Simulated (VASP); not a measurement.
# Na (I4/mmm) in VASP: further runs, part 2 of 2

VASP 6.6.1. Earlier steps stand in the parts before.

## Step 6: Single point, LDA

This run uses another cell than the first one, of 37.97 Å³/atom.

File INCAR:

```
SYSTEM = Na
ALGO = Fast
EDIFF = 1E-6
ENCUT = 520
GGA = CA
ISIF = 2
ISMEAR = 0
LASPH = .True.
LCHARG = .True.
LELF = .True.
LREAL = .False.
LVHAR = .True.
LWAVE = .False.
NBANDS = 10
NELM = 60
PREC = Accurate
SIGMA = 0.15
```

File KPOINTS:

```
k-points
0
Gamma
  18 18 18
  0 0 0
```

File POSCAR:

```
Na
1.0
   -1.8947500000      1.8947500000      2.6437500000
    1.8947500000     -1.8947500000      2.6437500000
    1.8947500000      1.8947500000     -2.6437500000
Na
1
Direct
    0.0000000000      0.0000000000      0.0000000000
```

Potentials or basis: VASP PAW LDA potentials, release 64 (Na_pv).

Launch:

```sh
$ cat potpaw_LDA.64/Na_pv/POTCAR > POTCAR
$ mpirun -np 1 vasp_std > vasp.out
```

OUTCAR:

```text
SYSTEM = Na
   EDIFF = 1E-6
   ENCUT = 520
   GGA = CA
   ISIF = 2
   ISMEAR = 0
   LASPH = .True.
   LREAL = .False.
   NELM = 60
   PREC = Accurate

 ion  position               nearest neighbor table
   1  0.000  0.000  0.000-

  LATTYP: Found a body centered tetragonal cell.
 ALAT       =     3.7895000000
 C/A-ratio  =     1.3953028104

  Lattice vectors:

 A1 = (  -1.8947500000,   1.8947500000,   2.6437500000)
 A2 = (   1.8947500000,  -1.8947500000,   2.6437500000)
 A3 = (   1.8947500000,   1.8947500000,  -2.6437500000)

Analysis of symmetry for initial positions (statically):
=====================================================================
 Subroutine PRICEL returns:
 Original cell was already a primitive cell.

 Routine SETGRP: Setting up the symmetry group for a
 body centered tetragonal supercell.

 Subroutine GETGRP returns: Found 16 space group operations
 (whereof 16 operations were pure point group operations)
 out of a pool of 16 trial point group operations.

The static configuration has the point symmetry D_4h.

Analysis of symmetry for dynamics (positions and initial velocities):
=====================================================================
 Subroutine PRICEL returns:
 Original cell was already a primitive cell.

 Routine SETGRP: Setting up the symmetry group for a
 body centered tetragonal supercell.

 Subroutine GETGRP returns: Found 16 space group operations
 (whereof 16 operations were pure point group operations)
 out of a pool of 16 trial point group operations.

The dynamic configuration has the point symmetry D_4h.

 Subroutine INISYM returns: Found 16 space group operations
 (whereof 16 operations are pure point group operations),
 and found     1 'primitive' translations

----------------------------------------------------------------------------------------

                                     Primitive cell

  volume of cell :      37.9651

  direct lattice vectors                    reciprocal lattice vectors
    -1.894750000  1.894750000  2.643750000     0.000000000  0.263887056  0.189125296
     1.894750000 -1.894750000  2.643750000     0.263887056  0.000000000  0.189125296
     1.894750000  1.894750000 -2.643750000     0.263887056  0.263887056  0.000000000

  length of vectors
     3.764248821  3.764248821  3.764248821     0.324660986  0.324660986  0.373192654

  position of ions in fractional coordinates (direct lattice)
     0.000000000  0.000000000  0.000000000

  ion indices of the primitive-cell ions
   primitive index   ion index
                 1           1

----------------------------------------------------------------------------------------

 KPOINTS: k-points

Automatic generation of k-mesh.
 Grid dimensions read from file:
 generate k-points for:   18   18   18

 Generating k-lattice:

  Cartesian coordinates                     Fractional coordinates (reciprocal lattice)
     0.000000000  0.014660392  0.010506961     0.055555556  0.000000000  0.000000000
     0.014660392  0.000000000  0.010506961     0.000000000  0.055555556  0.000000000
     0.014660392  0.014660392  0.000000000     0.000000000  0.000000000  0.055555556

  Length of vectors
     0.018036721  0.018036721  0.020732925

  Shift w.r.t. Gamma in fractional coordinates (k-lattice)
     0.000000000  0.000000000  0.000000000

 Subroutine IBZKPT returns following result:
 ===========================================

 Found    480 irreducible k-points:

 Following reciprocal coordinates:
            Coordinates               Weight
  0.000000  0.000000  0.000000      1.000000
  0.055556  0.000000  0.000000      8.000000
  0.111111  0.000000  0.000000      8.000000
  0.166667  0.000000  0.000000      8.000000
  0.222222  0.000000 -0.000000      8.000000
  0.277778  0.000000  0.000000      8.000000
[... 16 lines left out ...]
 -0.277778  0.055556  0.000000     16.000000
 -0.222222  0.055556  0.000000     16.000000
 [... further k-points ...]
   k-points           NKPTS =    480   k-points in BZ     NKDIM =    480   number of bands    NBANDS=     10
   number of dos      NEDOS =    301   number of ions     NIONS =      1
   total plane-waves  NPLWV =  21952
   dimension x,y,z NGX =    28 NGY =   28 NGZ =   28
   dimension x,y,z NGXF=    56 NGYF=   56 NGZF=   56
   ions per type =               1
   NGX,Y,Z   is equivalent  to a cutoff of  12.37, 12.37, 12.37 a.u.
   NGXF,Y,Z  is equivalent  to a cutoff of  24.73, 24.73, 24.73 a.u.
 SYSTEM =  Na
   PREC   = accura    normal or accurate (medium, high low for compatibility)
   ISTART =      0    job   : 0-new  1-cont  2-samecut
   ICHARG =      2    charge: 1-file 2-atom 10-const
   ISPIN  =      1    spin polarized calculation?
   LNONCOLLINEAR =      F non collinear calculations
   LSORBIT =      F    spin-orbit coupling
   LASPH  =      T    aspherical Exc in radial PAW
   ENCUT  =  520.0 eV  38.22 Ry    6.18 a.u.   7.00  7.00  7.00*2*pi/ulx,y,z
   NELM   =     60;   NELMIN=  2; NELMDL= -5     # of ELM steps
   EDIFF  = 0.1E-05   stopping-criterion for ELM
   LREAL  =      F    real-space projection
   EDIFFG = 0.1E-04   stopping-criterion for IOM
   NSW    =      0    number of steps for IOM
   IBRION =     -1    ionic relax: 0-MD 1-quasi-New 2-CG
   NFREE  =      0    steps in history (QN), initial steepest desc. (CG)
   ISIF   =      2    stress and relaxation
   ISYM   =      2    0-nonsym 1-usesym 2-fastsym
   POTIM  = 0.5000    time-step for ionic-motion
   TEBEG  =    0.0;   TEEND  =   0.0 temperature during run
   PSTRESS=    0.0 pullay stress
   NELECT =       7.0000    total number of electrons
   NUPDOWN=      -1.0000    fix difference up-down
   EMIN   =  10.00;   EMAX   =-10.00  energy-range for DOS
   EFERMI =   0.00;   METHOD = LEGACY
   ISMEAR =     0;   SIGMA  =   0.15  broadening in eV -4-tet -1-fermi 0-gaus
   EFERMI_NEDOS =   21; number of points for ismear=-14 and -15
   IALGO  =     68    algorithm
   IMIX   =      4    mixing-type and parameters
     AMIX     =   0.40;   BMIX     =  1.00
     AMIX_MAG =   1.60;   BMIX_MAG =  1.00
  volume/ion in A,a.u.               =      37.97       256.20
  Fermi-wavevector in a.u.,A,eV,Ry     =   0.931779  1.760806 11.812735  0.868212
  Thomas-Fermi vector in A             =   2.058308
   LORBIT       =      0    0 simple, 1 ext, 2 COOP (PROOUT), +10 PAW based schemes
   GGA     = CA    functional components
   LHFCALC =     F    Hartree Fock is set to
   AEXX    =    0.0000 exact exchange contribution
   IVDW    =     0    specifies the selected vdW correction
   LEPSILON=     F    determine dielectric tensor
   LRPA    =     F    only Hartree local field effects (RPA)
 non-spin polarized calculation
 RMM-DIIS sequential band-by-band and
 Gauss-broadening in eV      SIGMA  =   0.15
  energy-cutoff  :      520.00
  volume of cell :       37.97
 maximum number of plane-waves:      1034
   NGX = 13   NGY = 13   NGZ = 13

 number of electron       6.9999997 magnetization

 Free energy of the ion-electron system (eV)
  ---------------------------------------------------
  ext. energy  EPLUGINS =         0.00000000
  ---------------------------------------------------
  free energy    TOTEN  =        -1.44267018 eV

  energy without entropy =       -1.43708975  energy(sigma->0) =       -1.43987996

 E-fermi :   0.1092     XC(G=0):  -6.6612

 val. band max:        0.1060422022   @ k =  -0.4444   0.3333   0.0556
 cond. band min:       0.1165851663   @ k =  -0.1111   0.4444   0.0556
 fundamental gap:      0.0105429641
 Fermi energy:         0.1091532311

 k-point     1 :       0.0000    0.0000    0.0000
  band No.  band energies     occupation
      1     -24.8638      2.00000
      2     -24.8638      2.00000
      3     -24.8638      2.00000
      4      -3.1385      2.00000
      5      10.9774      0.00000
      6      10.9774      0.00000
      7      11.0278      0.00000
      8      12.2327      0.00000
      9      12.4159      0.00000
     10      12.4238      0.00000
[... 287 lines left out ...]
 k-point    24 :      -0.2222    0.0556    0.0000
  band No.  band energies     occupation
      1     -24.8757      2.00000
      2     -24.8661      2.00000
      3     -24.8655      2.00000
      4      -2.4205      2.00000
      5       6.5907      0.00000
      6       9.6574      0.00000
      7      10.1663      0.00000
      8      11.9340      0.00000
      9      12.3684      0.00000
     10      13.4354      0.00000

 [... further k-points ...]

------------------------ aborting loop because EDIFF is reached ----------------------------------------

  FORCE on cell =-STRESS in cart. coord.  units (eV):
  Direction    XX          YY          ZZ          XY          YZ          ZX
  --------------------------------------------------------------------------------------
  -------------------------------------------------------------------------------------
  Total       -0.2469420     -0.2469420     -0.2443850      0.0000000      0.0000000      0.0000000
  in kB      -10.4212868    -10.4212868    -10.3133797      0.0000000      0.0000000      0.0000000
  external PRESSURE =     -10.3853178 kB  Pullay stress =       0.0000000 kB

 VOLUME and BASIS-vectors are now :
 -----------------------------------------------------------------------------
  energy-cutoff  :      520.00
  volume of cell :       37.97
      direct lattice vectors                 reciprocal lattice vectors
    -1.894750000  1.894750000  2.643750000     0.000000000  0.263887056  0.189125296
     1.894750000 -1.894750000  2.643750000     0.263887056  0.000000000  0.189125296
     1.894750000  1.894750000 -2.643750000     0.263887056  0.263887056  0.000000000

 POSITION                                       TOTAL-FORCE (eV/Angst)
 -----------------------------------------------------------------------------------
      0.00000      0.00000      0.00000         0.000000      0.000000      0.000000
 -----------------------------------------------------------------------------------
    total drift:                                0.000000     -0.000000      0.000000

  FREE ENERGIE OF THE ION-ELECTRON SYSTEM (eV)
  ---------------------------------------------------
  free  energy   TOTEN  =        -1.4426701758 eV

  energy  without entropy=       -1.4370897492  energy(sigma->0) =       -1.43987996
```

OSZICAR:

```text
N       E                     dE             d eps       ncg     rms          rms(c)
DAV:   1     0.278623878414E+02    0.27862E+02   -0.37737E+03  9606   0.573E+02
DAV:   2    -0.866745744810E+00   -0.28729E+02   -0.28607E+02  9894   0.145E+02
DAV:   3    -0.143939173045E+01   -0.57265E+00   -0.57223E+00 11532   0.227E+01
DAV:   4    -0.144403664677E+01   -0.46449E-02   -0.46445E-02 11366   0.201E+00
DAV:   5    -0.144410261326E+01   -0.65966E-04   -0.65965E-04 11004   0.238E-01    0.193E-01
RMM:   6    -0.144317271493E+01    0.92990E-03   -0.37355E-04 12942   0.219E-01    0.127E-01
RMM:   7    -0.144267481195E+01    0.49790E-03   -0.56761E-04 13188   0.213E-01    0.208E-02
RMM:   8    -0.144266630952E+01    0.85024E-05   -0.15633E-04 12856   0.210E-01    0.379E-03
RMM:   9    -0.144266970793E+01   -0.33984E-05   -0.29711E-05 14719   0.616E-02    0.266E-03
RMM:  10    -0.144267017576E+01   -0.46783E-06   -0.89468E-06 13534   0.503E-02
   1 F= -.14426702E+01 E0= -.14398800E+01  d E =-.558043E-02
```

Run time: 71 s. Hardware: 1 thread of AMD EPYC 9R45 (Zen 5), shared host; peak memory 0.22 GiB.

Results:

| Property | Result |
| --- | --- |
| Free energy | -1.4427 eV |
| Pressure | -1.0 GPa |
| Band gap on the k mesh | zero (an odd number of electrons rules out a gap without spin polarisation) |

## Step 7: Overview

```tsv
cell	further INCAR settings	gap on the mesh (eV)	pressure (GPa)
a = 3.680 Å, angles 121.1, 121.1, 88.2°, 1 atom	ALGO = Fast; EDIFF = 1e-07; NBANDS = 10	none	-0.3
a = 3.650 Å, angles 119.0, 119.0, 91.7°, 1 atom	ALGO = Fast; EDIFF = 1e-06; NBANDS = 10	none	-0.5
a = 3.722 Å, angles 120.3, 120.3, 89.5°, 1 atom	ALGO = Fast; EDIFF = 1e-06; NBANDS = 10	none	-0.8
a = 3.795 Å, angles 121.6, 121.6, 87.3°, 1 atom	ALGO = Fast; EDIFF = 1e-06; NBANDS = 10	none	-1.0
a = 3.764 Å, angles 119.6, 119.6, 90.8°, 1 atom	ALGO = Fast; EDIFF = 1e-06; NBANDS = 10	none	-1.0
```

Alike in all rows: task single point; level LDA; potentials or basis VASP PAW LDA potentials, release 64 (Na_pv); no spin polarisation; k mesh 18 × 18 × 18; cutoff (eV) 520; smearing gaussian 0.15 eV.

Absolute energies hang on the potentials; compare differences alone.

The gap in the log of VASP goes by the Fermi energy; the results here count the filled bands.